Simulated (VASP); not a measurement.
# Al2CdAu4 (I-4) in VASP: single point with r2SCAN

Aim: the single point of Al2CdAu4 with r2SCAN.

All numbers are computed with VASP 6.6.1; they aren't measurements. Logs are shortened: lines on timing, memory, paths and dates and some standing lists are left out, and cuts for length are marked.

### Step 1. The cell of the first run

Symmetry: I-4, No. 82, tetragonal system. The conventional cell has a = 5.174 Å, b = 5.174 Å, c = 11.346 Å, α = 90.00°, β = 90.00°, γ = 90.00°. Within 3.4 Å of Au (site symmetry 1) lie 2 Al at 2.47 to 2.50 Å and 1 Cd at 2.77 Å and 4 Au at 2.80 to 3.35 Å. Within 4.3 Å of Cd (site symmetry -4) lie 12 Au at 2.77 to 4.21 Å and 8 Al at 3.66 to 3.84 Å. Within 3.3 Å of Al (site symmetry -4) lie 4 Au at 2.50 Å. Within 3.3 Å of Al (site symmetry -4) lie 4 Au at 2.47 Å.

### Step 2. Single point, r2SCAN

POSCAR reads:

```
Al2CdAu4
1.0
    0.0000000000      5.1741848209      0.0000000000
    5.1741848209      0.0000000000      0.0000000000
    2.5870924105      2.5870924105     -5.6728532875
Au Cd Al
4 1 2
Direct
    0.3196033800      0.4411719376      0.6801285687
    0.5588280624     -0.0002680513      0.3198714313
    1.0002680513      0.8786994937      0.6801285687
    0.1213005063      0.6803966200      0.3198714313
    0.5000000000      0.5000000000      0.0000000000
    0.7500000000      0.2500000000      0.5000000000
    0.0000000000      0.0000000000      0.0000000000
```

INCAR.step1 reads:

```
SYSTEM = Al2CdAu4
  PREC = Accurate
  ENCUT = 520
  ISMEAR = 0
  SIGMA = 0.0404
  LREAL = .FALSE.
  LASPH = .TRUE.
  NELM = 60
  NBANDS = 40
  GGA = PE
  ALGO = Normal
  EDIFF = 1E-4
  LWAVE = .TRUE.
  LCHARG = .FALSE.
```

INCAR.step2 reads:

```
SYSTEM = Al2CdAu4
  PREC = Accurate
  ENCUT = 520
  EDIFF = 1E-6
  ISMEAR = 0
  SIGMA = 0.0404
  LREAL = .FALSE.
  LASPH = .TRUE.
  NELM = 60
  ALGO = Normal
  ISIF = 2
  LWAVE = .FALSE.
  LCHARG = .FALSE.
  METAGGA = R2SCAN
  LMIXTAU = .TRUE.
  NBANDS = 40
  ISTART = 1
```

KPOINTS reads:

```
Automatic mesh
0
G
  4 4 4
  0 0 0
```

Potentials or basis: VASP PAW PBE potentials, release 64 (Au, Cd, Al).

Started as:

```bash
cat potpaw_PBE.64/Au/POTCAR potpaw_PBE.64/Cd/POTCAR potpaw_PBE.64/Al/POTCAR > POTCAR
cp INCAR.step1 INCAR
mpirun -np 1 vasp_std > vasp.out
cp INCAR.step2 INCAR
mpirun -np 1 vasp_std > vasp.out
```

OUTCAR:

```text
SYSTEM = Al2CdAu4
   PREC = Accurate
   ENCUT = 520
   EDIFF = 1E-6
   ISMEAR = 0
   LREAL = .FALSE.
   LASPH = .TRUE.
   NELM = 60
   ISIF = 2
   METAGGA = R2SCAN
   ISTART = 1

 ion  position               nearest neighbor table
   1  0.320  0.441  0.680-   7 2.47   6 2.50   5 2.77   3 2.80   2 2.85   4 2.85   3 3.35
   2  0.559  1.000  0.320-   7 2.47   6 2.50   5 2.77   4 2.80   1 2.85   3 2.85   4 3.35
   3  0.000  0.879  0.680-   7 2.47   6 2.50   5 2.77   1 2.80   2 2.85   4 2.85   1 3.35
   4  0.121  0.680  0.320-   7 2.47   6 2.50   5 2.77   2 2.80   1 2.85   3 2.85   2 3.35
   5  0.500  0.500  0.000-   3 2.77   2 2.77   4 2.77   1 2.77
   6  0.750  0.250  0.500-   4 2.50   1 2.50   3 2.50   2 2.50
   7  0.000  0.000  0.000-   1 2.47   2 2.47   4 2.47   3 2.47

  LATTYP: Found a body centered tetragonal cell.
 ALAT       =     5.1741848209
 C/A-ratio  =     2.1927524756

  Lattice vectors:

 A1 = (  -2.5870924105,   2.5870924104,   5.6728532875)
 A2 = (   2.5870924104,  -2.5870924105,   5.6728532875)
 A3 = (   2.5870924105,   2.5870924105,  -5.6728532875)

Analysis of symmetry for initial positions (statically):
=====================================================================
 Subroutine PRICEL returns:
 Original cell was already a primitive cell.

 Routine SETGRP: Setting up the symmetry group for a
 body centered tetragonal supercell.

 Subroutine GETGRP returns: Found  4 space group operations
 (whereof  4 operations were pure point group operations)
 out of a pool of 16 trial point group operations.

The static configuration has the point symmetry S_4 .

Analysis of symmetry for dynamics (positions and initial velocities):
=====================================================================
 Subroutine PRICEL returns:
 Original cell was already a primitive cell.

 Routine SETGRP: Setting up the symmetry group for a
 body centered tetragonal supercell.

 Subroutine GETGRP returns: Found  4 space group operations
 (whereof  4 operations were pure point group operations)
 out of a pool of 16 trial point group operations.

The dynamic configuration has the point symmetry S_4 .

 Subroutine INISYM returns: Found  4 space group operations
 (whereof  4 operations are pure point group operations),
 and found     1 'primitive' translations

----------------------------------------------------------------------------------------

                                     Primitive cell

  volume of cell :     151.8747

  direct lattice vectors                    reciprocal lattice vectors
     0.000000000  5.174184821  0.000000000     0.000000000  0.193267159  0.088139068
     5.174184821  0.000000000  0.000000000     0.193267159  0.000000000  0.088139068
     2.587092410  2.587092410 -5.672853287     0.000000000  0.000000000 -0.176278135

  length of vectors
     5.174184821  5.174184821  6.750359894     0.212416313  0.212416313  0.176278135

  position of ions in fractional coordinates (direct lattice)
     0.319603380  0.441171938  0.680128569
     0.558828062  0.999731949  0.319871431
     0.000268051  0.878699494  0.680128569
     0.121300506  0.680396620  0.319871431
     0.500000000  0.500000000  0.000000000
     0.750000000  0.250000000  0.500000000
     0.000000000  0.000000000  0.000000000

  ion indices of the primitive-cell ions
   primitive index   ion index
                 1           1
                 2           2
                 3           3
                 4           4
                 5           5
                 6           6
                 7           7

----------------------------------------------------------------------------------------

 KPOINTS: Automatic mesh

Automatic generation of k-mesh.
 Grid dimensions read from file:
 generate k-points for:    4    4    4

 Generating k-lattice:

  Cartesian coordinates                     Fractional coordinates (reciprocal lattice)
     0.000000000  0.048316790  0.022034767     0.250000000  0.000000000  0.000000000
     0.048316790  0.000000000  0.022034767     0.000000000  0.250000000  0.000000000
     0.000000000  0.000000000 -0.044069534     0.000000000  0.000000000  0.250000000

  Length of vectors
     0.053104078  0.053104078  0.044069534

  Shift w.r.t. Gamma in fractional coordinates (k-lattice)
     0.000000000  0.000000000  0.000000000

 Subroutine IBZKPT returns following result:
 ===========================================

 Found     14 irreducible k-points:

 Following reciprocal coordinates:
            Coordinates               Weight
  0.000000  0.000000  0.000000      1.000000
  0.250000  0.000000  0.000000      8.000000
  0.500000  0.000000  0.000000      4.000000
  0.250000  0.250000  0.000000      8.000000
  0.500000  0.250000  0.000000      8.000000
 -0.250000  0.500000  0.000000      8.000000
 -0.250000  0.250000  0.000000      4.000000
  0.500000  0.500000  0.000000      2.000000
  0.000000  0.000000  0.250000      2.000000
  0.500000  0.000000  0.250000      4.000000
 -0.250000  0.000000  0.250000      8.000000
  0.500000  0.500000  0.250000      2.000000
 -0.250000 -0.250000  0.250000      4.000000
  0.000000  0.000000  0.500000      1.000000
   k-points           NKPTS =     14   k-points in BZ     NKDIM =     14   number of bands    NBANDS=     40
   number of dos      NEDOS =    301   number of ions     NIONS =      7
   total plane-waves  NPLWV =  80000
   dimension x,y,z NGX =    40 NGY =   40 NGZ =   50
   dimension x,y,z NGXF=    80 NGYF=   80 NGZF=  100
   ions per type =               4   1   2
   NGX,Y,Z   is equivalent  to a cutoff of  12.85, 12.85, 12.31 a.u.
   NGXF,Y,Z  is equivalent  to a cutoff of  25.70, 25.70, 24.63 a.u.
 SYSTEM =  Al2CdAu4
   PREC   = accura    normal or accurate (medium, high low for compatibility)
   ISTART =      1    job   : 0-new  1-cont  2-samecut
   ICHARG =      0    charge: 1-file 2-atom 10-const
   ISPIN  =      1    spin polarized calculation?
   LNONCOLLINEAR =      F non collinear calculations
   LSORBIT =      F    spin-orbit coupling
   LASPH  =      T    aspherical Exc in radial PAW
   ENCUT  =  520.0 eV  38.22 Ry    6.18 a.u.   9.62  9.62 12.55*2*pi/ulx,y,z
   NELM   =     60;   NELMIN=  2; NELMDL=  0     # of ELM steps
   EDIFF  = 0.1E-05   stopping-criterion for ELM
   LREAL  =      F    real-space projection
   EDIFFG = 0.1E-04   stopping-criterion for IOM
   NSW    =      0    number of steps for IOM
   IBRION =     -1    ionic relax: 0-MD 1-quasi-New 2-CG
   NFREE  =      0    steps in history (QN), initial steepest desc. (CG)
   ISIF   =      2    stress and relaxation
   ISYM   =      2    0-nonsym 1-usesym 2-fastsym
   POTIM  = 0.5000    time-step for ionic-motion
   TEBEG  =    0.0;   TEEND  =   0.0 temperature during run
   PSTRESS=    0.0 pullay stress
   NELECT =      62.0000    total number of electrons
   NUPDOWN=      -1.0000    fix difference up-down
   EMIN   =  10.00;   EMAX   =-10.00  energy-range for DOS
   EFERMI =   0.00;   METHOD = LEGACY
   ISMEAR =     0;   SIGMA  =   0.04  broadening in eV -4-tet -1-fermi 0-gaus
   EFERMI_NEDOS =   21; number of points for ismear=-14 and -15
   IALGO  =     38    algorithm
   IMIX   =      4    mixing-type and parameters
     AMIX     =   0.40;   BMIX     =  1.00
     AMIX_MAG =   1.60;   BMIX_MAG =  1.00
  volume/ion in A,a.u.               =      21.70       146.41
  Fermi-wavevector in a.u.,A,eV,Ry     =   1.214442  2.294963 20.066829  1.474870
  Thomas-Fermi vector in A             =   2.349862
   LORBIT       =      0    0 simple, 1 ext, 2 COOP (PROOUT), +10 PAW based schemes
   METAGGA = R2SCAN    functional components
   LHFCALC =     F    Hartree Fock is set to
   AEXX    =    0.0000 exact exchange contribution
   IVDW    =     0    specifies the selected vdW correction
   LEPSILON=     F    determine dielectric tensor
   LRPA    =     F    only Hartree local field effects (RPA)
 non-spin polarized calculation
 Gauss-broadening in eV      SIGMA  =   0.04
  energy-cutoff  :      520.00
  volume of cell :      151.87
 maximum number of plane-waves:      4121
 NGX is ok and might be reduce to    40
   NGX = 19   NGY = 19   NGZ = 25

 number of electron      62.0000008 magnetization

 Free energy of the ion-electron system (eV)
  ---------------------------------------------------
  ext. energy  EPLUGINS =         0.00000000
  ---------------------------------------------------
  free energy    TOTEN  =      -236.93673418 eV

  energy without entropy =     -236.93666188  energy(sigma->0) =     -236.93669803

 E-fermi :   5.4280     XC(G=0): -11.1249

 val. band max:        5.3435642833   @ k =   0.5000   0.2500   0.0000
 cond. band min:       5.5124166898   @ k =   0.2500   0.2500   0.0000
 fundamental gap:      0.1688524064
 Fermi energy:         5.4279904856

 k-point     1 :       0.0000    0.0000    0.0000
  band No.  band energies     occupation
      1      -3.7465      2.00000
      2      -3.4328      2.00000
      3      -3.4328      2.00000
      4      -3.3584      2.00000
      5      -3.3118      2.00000
      6      -3.2547      2.00000
[... 32 lines left out ...]
     39      11.4986      0.00000
     40      13.2488      0.00000

 k-point     2 :       0.2500    0.0000    0.0000
  band No.  band energies     occupation
      1      -3.4762      2.00000
      2      -3.4326      2.00000
      3      -3.3698      2.00000
      4      -3.3068      2.00000
      5      -3.2605      2.00000
      6      -3.2316      2.00000
[... 32 lines left out ...]
     39      11.8267      0.00000
     40      12.2385      0.00000

 k-point     3 :       0.5000    0.0000    0.0000
  band No.  band energies     occupation
      1      -3.4669      2.00000
      2      -3.4248      2.00000
      3      -3.3682      2.00000
      4      -3.2955      2.00000
      5      -3.2400      2.00000
      6      -2.3974      2.00000
[... 423 lines left out ...]
  band No.  band energies     occupation
      1      -3.4631      2.00000
      2      -3.4187      2.00000
      3      -3.3823      2.00000
      4      -3.2962      2.00000
      5      -3.2426      2.00000
      6      -2.2238      2.00000
[... 32 lines left out ...]
     39      11.5924      0.00000
     40      11.7084      0.00000

 k-point    14 :       0.0000    0.0000    0.5000
  band No.  band energies     occupation
      1      -3.4144      2.00000
      2      -3.4143      2.00000
      3      -3.3685      2.00000
      4      -3.3193      2.00000
      5      -3.2602      2.00000
      6      -2.8817      2.00000
[... 32 lines left out ...]
     39      10.7590      0.00000
     40      11.4122      0.00000

------------------------ aborting loop because EDIFF is reached ----------------------------------------

  FORCE on cell =-STRESS in cart. coord.  units (eV):
  Direction    XX          YY          ZZ          XY          YZ          ZX
  --------------------------------------------------------------------------------------
  -------------------------------------------------------------------------------------
  Total        0.0288411      0.0288411      0.1022905      0.0000008     -0.0000000     -0.0000000
  in kB        0.3042548      0.3042548      1.0790967      0.0000087     -0.0000000     -0.0000000
  external PRESSURE =       0.5625354 kB  Pullay stress =       0.0000000 kB

 VOLUME and BASIS-vectors are now :
 -----------------------------------------------------------------------------
  energy-cutoff  :      520.00
  volume of cell :      151.87
      direct lattice vectors                 reciprocal lattice vectors
     0.000000000  5.174184821  0.000000000     0.000000000  0.193267159  0.088139068
     5.174184821  0.000000000  0.000000000     0.193267159  0.000000000  0.088139068
     2.587092410  2.587092410 -5.672853287     0.000000000  0.000000000 -0.176278135

 POSITION                                       TOTAL-FORCE (eV/Angst)
 -----------------------------------------------------------------------------------
      4.04226      3.41324     -3.85827        -0.033433     -0.003559      0.002038
      6.00033      3.71902     -1.81458        -0.003559      0.033433     -0.002038
      6.30611      1.76094     -3.85827         0.033433      0.003559      0.002038
      4.34803      1.45517     -1.81458         0.003559     -0.033433     -0.002038
      2.58709      2.58709      0.00000         0.000000     -0.000000      0.000000
      2.58709      5.17418     -2.83643         0.000000     -0.000000      0.000000
      0.00000      0.00000      0.00000         0.000000      0.000000      0.000000
 -----------------------------------------------------------------------------------
    total drift:                                0.000002      0.000065      0.000080

  FREE ENERGIE OF THE ION-ELECTRON SYSTEM (eV)
  ---------------------------------------------------
  free  energy   TOTEN  =      -236.9367341788 eV

  energy  without entropy=     -236.9366618777  energy(sigma->0) =     -236.93669803
```

Wall time 4.3 min (1 thread of Intel Xeon Platinum 8259CL at 2.50GHz (Skylake/Cascade Lake), shared host); peak memory 0.34 GiB.

What came out:

| Quantity | Value |
| --- | --- |
| Free energy | -236.9367 eV |
| Pressure | 0.1 GPa |
| Largest force | 0.034 eV/Å |
| Band gap on the k mesh | zero (bands 31 and 32 overlap by 1.85 eV) |

Forces on the atoms (eV/Å):
```
Au  -0.033 -0.004  0.002
Au  -0.004  0.033 -0.002
Au   0.033  0.004  0.002
Au   0.004 -0.033 -0.002
Cd   0.000  0.000  0.000
Al   0.000  0.000  0.000
Al   0.000  0.000  0.000
```

Levels at points of the mesh, in eV from the Fermi level:
```csv
k point,band 27,band 28,band 29,band 30,band 31,band 32,band 33,band 34,band 35,band 36
"(0.00, 0.00, 0.00)",-2.79,-2.42,-1.62,-1.62,-0.96,0.70,1.02,1.76,1.76,1.81
"(0.50, 0.00, 0.00)",-3.73,-2.89,-2.77,-0.23,0.36,1.06,1.42,2.32,2.57,2.84
"(0.50, 0.50, 0.00)",-3.49,-3.30,-2.74,-2.56,-2.54,0.22,0.47,2.00,2.07,6.08
"(0.00, 0.00, 0.50)",-3.94,-1.64,-1.64,-1.55,-1.36,2.31,2.56,2.90,2.90,4.26
```

Caveat: the PAW data sets were made with another functional, which shifts forces and pressure a little; spin-orbit coupling is left out, which moves the levels of the heavy elements.
